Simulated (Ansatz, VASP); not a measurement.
# One calculation of Hg4H, two programs

```
H Hg
1.0
    -3.04794    3.04794    3.04794
     3.04794   -3.04794    3.04794
     3.04794    3.04794   -3.04794
H Hg
1 4
Cartesian
  0.0000 0.0000 0.0000
  1.5240 1.5240 1.5240
  -1.5240 1.5240 1.5240
  1.5240 1.5240 -1.5240
  1.5240 -1.5240 1.5240
```

Alike in both runs: functional r2SCAN; k mesh 8 × 8 × 8; no spin polarisation.

Ansatz relaxed the structure, and its values are those at the end. VASP's run is a single point on that final structure, the one shown.

```csv
,VASP,Ansatz
version,VASP 6.6.1,Ansatz 0.2.0
potentials or method,"VASP PAW PBE potentials, release 64 (H, Hg), cutoff 520 eV",PAW plane waves
occupations,"fermi-dirac, width 0.1 eV",fermi-dirac
valence electrons in the cell,49,81
```

```csv
,VASP,Ansatz,Ansatz less VASP
pressure (GPa),-0.4,-0.7,-0.32
```

VASP's potentials were made for PBE, not for r2SCAN. VASP's potentials hold 49 valence electrons a cell and Ansatz's 81, so a difference there can come from the potentials and not from the codes. Ansatz's warnings: stress scf threshold loose.

Spin-orbit coupling is off throughout.
